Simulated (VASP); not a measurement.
# MgI2 (P-3m1) in VASP: a series of runs

MgI2 is run at these levels: PBE; tasks: single point.

All numbers are computed with VASP 6.6.1; they aren't measurements. Logs are shortened: lines on timing, memory, paths and dates and some standing lists are left out, and cuts for length are marked.

## 1. The cell of the first run

It takes space group P-3m1 (No. 164, trigonal). The conventional cell has a = 4.273 Å, b = 4.273 Å, c = 7.935 Å, α = 90.00°, β = 90.00°, γ = 120.00°. Within 3.8 Å of Mg (site symmetry -3m) lie 6 I at 2.91 Å. I (site symmetry 3m) has 3 Mg at 2.91 Å within 3.8 Å.

## 2. Single point, PBE

File INCAR:

```
  PREC = Accurate
  ENCUT = 520
  EDIFF = 1E-7
  ISMEAR = 0
  SIGMA = 0.05
  LREAL = False
  LASPH = True
  NELM = 60
  ALGO = Normal
  ISIF = 2
  LWAVE = False
  LCHARG = False
  GGA = PE
  NBANDS = 15
```

File KPOINTS:

```
regular mesh
0
Gamma
  6 6 4
```

File POSCAR:

```
MgI2
1.0
    4.2734827252      0.0000000000      0.0000000000
   -2.1367413626      3.7009446027      0.0000000000
    0.0000000000      0.0000000000      7.9347883382
Mg I
1 2
Direct
    0.0000000000      0.0000000000      0.0000000000
    0.3333333333      0.6666666667      0.8050686935
    0.6666666667      0.3333333333      0.1949313065
```

Potentials or basis: VASP PAW PBE potentials, release 64 (Mg, I).

Run with:

```
$ cat potpaw_PBE.64/Mg/POTCAR potpaw_PBE.64/I/POTCAR > POTCAR
$ mpirun -np 1 vasp_std > vasp.out
```

OUTCAR:

```text
PREC = Accurate
   ENCUT = 520
   EDIFF = 1E-7
   ISMEAR = 0
   LREAL = False
   LASPH = True
   NELM = 60
   ISIF = 2
   GGA = PE

 ion  position               nearest neighbor table
   1  0.000  0.000  0.000-   2 2.91   3 2.91   3 2.91   2 2.91   3 2.91   2 2.91
   2  0.333  0.667  0.805-   1 2.91   1 2.91   1 2.91
   3  0.667  0.333  0.195-   1 2.91   1 2.91   1 2.91

  LATTYP: Found a hexagonal cell.
 ALAT       =     4.2734827252
 C/A-ratio  =     1.8567498334

  Lattice vectors:

 A1 = (   4.2734827252,   0.0000000000,   0.0000000000)
 A2 = (  -2.1367413626,   3.7009446027,   0.0000000000)
 A3 = (   0.0000000000,   0.0000000000,   7.9347883382)

Analysis of symmetry for initial positions (statically):
[... 33 lines left out ...]
                                     Primitive cell

  volume of cell :     125.4960

  direct lattice vectors                    reciprocal lattice vectors
     4.273482725  0.000000000  0.000000000     0.234001180  0.135100644  0.000000000
    -2.136741363  3.700944603  0.000000000     0.000000000  0.270201288  0.000000000
     0.000000000  0.000000000  7.934788338     0.000000000  0.000000000  0.126027306

  length of vectors
     4.273482725  4.273482725  7.934788338     0.270201288  0.270201288  0.126027306

  position of ions in fractional coordinates (direct lattice)
     0.000000000  0.000000000  0.000000000
     0.333333333  0.666666667  0.805068693
     0.666666667  0.333333333  0.194931307

  ion indices of the primitive-cell ions
   primitive index   ion index
                 1           1
                 2           2
                 3           3

----------------------------------------------------------------------------------------

 KPOINTS: regular mesh

Automatic generation of k-mesh.
 Grid dimensions read from file:
 generate k-points for:    6    6    4

 Generating k-lattice:

  Cartesian coordinates                     Fractional coordinates (reciprocal lattice)
     0.039000197  0.022516774  0.000000000     0.166666667 -0.000000000  0.000000000
     0.000000000  0.045033548  0.000000000     0.000000000  0.166666667  0.000000000
     0.000000000  0.000000000  0.031506827     0.000000000  0.000000000  0.250000000

  Length of vectors
     0.045033548  0.045033548  0.031506827

  Shift w.r.t. Gamma in fractional coordinates (k-lattice)
[... 8 lines left out ...]
            Coordinates               Weight
  0.000000  0.000000  0.000000      1.000000
  0.166667 -0.000000  0.000000      6.000000
  0.333333  0.000000  0.000000      6.000000
  0.500000 -0.000000  0.000000      3.000000
  0.166667  0.166667  0.000000      6.000000
  0.333333  0.166667  0.000000     12.000000
[... 16 lines left out ...]
  0.333333  0.166667  0.500000     12.000000
[... 5 lines left out ...]
   dimension x,y,z NGXF=    64 NGYF=   64 NGZF=  120
   ions per type =               1   2
   NGX,Y,Z   is equivalent  to a cutoff of  12.45, 12.45, 12.57 a.u.
   NGXF,Y,Z  is equivalent  to a cutoff of  24.90, 24.90, 25.14 a.u.
 SYSTEM =  unknown system
   PREC   = accura    normal or accurate (medium, high low for compatibility)
   ISTART =      0    job   : 0-new  1-cont  2-samecut
   ICHARG =      2    charge: 1-file 2-atom 10-const
   ISPIN  =      1    spin polarized calculation?
   LNONCOLLINEAR =      F non collinear calculations
   LSORBIT =      F    spin-orbit coupling
   LASPH  =      T    aspherical Exc in radial PAW
   ENCUT  =  520.0 eV  38.22 Ry    6.18 a.u.   7.95  7.95 14.75*2*pi/ulx,y,z
   NELM   =     60;   NELMIN=  2; NELMDL= -5     # of ELM steps
   EDIFF  = 0.1E-06   stopping-criterion for ELM
   LREAL  =      F    real-space projection
   EDIFFG = 0.1E-05   stopping-criterion for IOM
   NSW    =      0    number of steps for IOM
   IBRION =     -1    ionic relax: 0-MD 1-quasi-New 2-CG
[... 14 lines left out ...]
     AMIX     =   0.40;   BMIX     =  1.00
     AMIX_MAG =   1.60;   BMIX_MAG =  1.00
  volume/ion in A,a.u.               =      41.83       282.30
  Fermi-wavevector in a.u.,A,eV,Ry     =   0.823958  1.557054  9.237079  0.678906
  Thomas-Fermi vector in A             =   1.935559
   LORBIT       =      0    0 simple, 1 ext, 2 COOP (PROOUT), +10 PAW based schemes
   GGA     = PE    functional components
[... 6 lines left out ...]
 Gauss-broadening in eV      SIGMA  =   0.05
  energy-cutoff  :      520.00
  volume of cell :      125.50
 maximum number of plane-waves:      3408
   NGX = 15   NGY = 15   NGZ = 29

 number of electron      15.9999999 magnetization

 Free energy of the ion-electron system (eV)
  ---------------------------------------------------
  ext. energy  EPLUGINS =         0.00000000
  ---------------------------------------------------
  free energy    TOTEN  =        -7.67991218 eV

  energy without entropy =       -7.67991218  energy(sigma->0) =       -7.67991218

 E-fermi :   0.7741     XC(G=0):  -7.1543

 val. band max:        0.5010409986   @ k =   0.1667  -0.0000   0.0000
 cond. band min:       4.2206032220   @ k =   0.5000  -0.0000   0.2500
 fundamental gap:      3.7195622234
 Fermi energy:         0.7741324713

 k-point     1 :       0.0000    0.0000    0.0000
  band No.  band energies     occupation
      1     -11.2694      2.00000
      2     -10.5755      2.00000
      3      -2.2620      2.00000
      4       0.0248      2.00000
      5       0.0248      2.00000
      6       0.4060      2.00000
      7       0.4060      2.00000
      8       0.4390      2.00000
      9       4.3087      0.00000
     10       5.2899      0.00000
     11       6.9948      0.00000
     12       6.9948      0.00000
     13       7.3059      0.00000
     14       8.5130      0.00000
     15       8.5130      0.00000

 k-point     2 :       0.1667   -0.0000    0.0000
  band No.  band energies     occupation
      1     -11.1454      2.00000
      2     -10.5230      2.00000
      3      -2.1865      2.00000
      4      -0.8935      2.00000
      5      -0.2675      2.00000
      6      -0.2377      2.00000
      7       0.3844      2.00000
      8       0.5010      2.00000
      9       5.0651      0.00000
     10       5.8280      0.00000
     11       6.5828      0.00000
     12       7.4670      0.00000
     13       7.7369      0.00000
     14       8.3460      0.00000
     15       8.9697      0.00000

 k-point     3 :       0.3333    0.0000    0.0000
  band No.  band energies     occupation
      1     -10.8507      2.00000
      2     -10.4388      2.00000
      3      -2.4775      2.00000
      4      -1.8665      2.00000
      5      -0.7821      2.00000
      6      -0.6752      2.00000
      7       0.2242      2.00000
      8       0.3151      2.00000
      9       4.5983      0.00000
     10       6.0980      0.00000
     11       7.0779      0.00000
     12       7.9939      0.00000
     13       8.0188      0.00000
     14       8.7892      0.00000
     15       9.1352      0.00000

 k-point     4 :       0.5000   -0.0000    0.0000
  band No.  band energies     occupation
      1     -10.6444      2.00000
      2     -10.4405      2.00000
      3      -2.9013      2.00000
      4      -2.1551      2.00000
      5      -0.8408      2.00000
      6      -0.6250      2.00000
      7       0.0657      2.00000
      8       0.1312      2.00000
      9       4.2215      0.00000
     10       6.0956      0.00000
     11       6.6582      0.00000
     12       8.0261      0.00000
     13       8.4955      0.00000
     14       9.2660      0.00000
     15       9.2991      0.00000
[... 307 lines left out ...]
 k-point    22 :       0.1667    0.1667    0.5000
  band No.  band energies     occupation
      1     -10.9258      2.00000
      2     -10.4645      2.00000
      3      -2.2339      2.00000
      4      -1.5814      2.00000
      5      -1.0679      2.00000
      6      -0.1695      2.00000
      7      -0.1168      2.00000
      8       0.3151      2.00000
      9       5.2827      0.00000
     10       6.4203      0.00000
     11       7.0013      0.00000
     12       7.5507      0.00000
     13       7.7705      0.00000
     14       8.2723      0.00000
     15       9.0898      0.00000

 k-point    23 :       0.3333    0.1667    0.5000
  band No.  band energies     occupation
      1     -10.6540      2.00000
      2     -10.4322      2.00000
      3      -2.6997      2.00000
      4      -2.0349      2.00000
      5      -1.3502      2.00000
      6      -0.6717      2.00000
      7      -0.0942      2.00000
      8       0.2424      2.00000
      9       4.9898      0.00000
     10       6.6101      0.00000
     11       7.2183      0.00000
     12       7.4267      0.00000
     13       7.8426      0.00000
     14       9.0055      0.00000
     15       9.4894      0.00000

 k-point    24 :       0.3333    0.3333    0.5000
  band No.  band energies     occupation
      1     -10.4901      2.00000
      2     -10.4901      2.00000
      3      -2.6227      2.00000
      4      -1.8945      2.00000
      5      -1.8945      2.00000
      6      -1.1737      2.00000
      7       0.1024      2.00000
      8       0.1024      2.00000
      9       5.4432      0.00000
     10       7.1160      0.00000
     11       7.1160      0.00000
     12       8.4143      0.00000
     13       8.4589      0.00000
     14       8.7985      0.00000
     15       8.9194      0.00000

------------------------ aborting loop because EDIFF is reached ----------------------------------------

  FORCE on cell =-STRESS in cart. coord.  units (eV):
  Direction    XX          YY          ZZ          XY          YZ          ZX
  --------------------------------------------------------------------------------------
  -------------------------------------------------------------------------------------
  Total        0.2561099      0.2561099      1.5278082      0.0000000      0.0000000      0.0000000
  in kB        3.2696941      3.2696941     19.5051604      0.0000000      0.0000000      0.0000000
  external PRESSURE =       8.6815162 kB  Pullay stress =       0.0000000 kB

 VOLUME and BASIS-vectors are now :
 -----------------------------------------------------------------------------
  energy-cutoff  :      520.00
  volume of cell :      125.50
      direct lattice vectors                 reciprocal lattice vectors
     4.273482725  0.000000000  0.000000000     0.234001180  0.135100644  0.000000000
    -2.136741363  3.700944603  0.000000000     0.000000000  0.270201288  0.000000000
     0.000000000  0.000000000  7.934788338     0.000000000  0.000000000  0.126027306

 POSITION                                       TOTAL-FORCE (eV/Angst)
 -----------------------------------------------------------------------------------
      0.00000      0.00000      0.00000        -0.000000      0.000000      0.000000
     -0.00000      2.46730      6.38805         0.000000     -0.000000     -0.503759
      2.13674      1.23365      1.54674        -0.000000      0.000000      0.503759
 -----------------------------------------------------------------------------------
    total drift:                                0.000000      0.000000      0.000000

  FREE ENERGIE OF THE ION-ELECTRON SYSTEM (eV)
  ---------------------------------------------------
  free  energy   TOTEN  =        -7.6799121760 eV

  energy  without entropy=       -7.6799121760  energy(sigma->0) =       -7.67991218
```

Wall time 24 s (1 thread of AMD EPYC 9R45 (Zen 5), shared host); peak memory 0.22 GiB.

What came out:

```
Free energy            : -7.6799 eV
Pressure               : 0.9 GPa
Largest force          : 0.504 eV/Å
Band gap on the k mesh : 3.72 eV, indirect (least direct gap 3.87 eV)
```

Forces on the atoms (eV/Å):
```
Mg   0.000  0.000  0.000
I    0.000  0.000 -0.504
I    0.000  0.000  0.504
```

Caveat: spin-orbit coupling is left out, which moves the levels of the heavy elements; this functional lacks dispersion, which binds the layers, so the pressure and a relaxed spacing across them are unreliable. Expect the measured gap to be larger: semilocal functionals such as PBE lack the derivative discontinuity.

(Continued in part 2 of 2.)
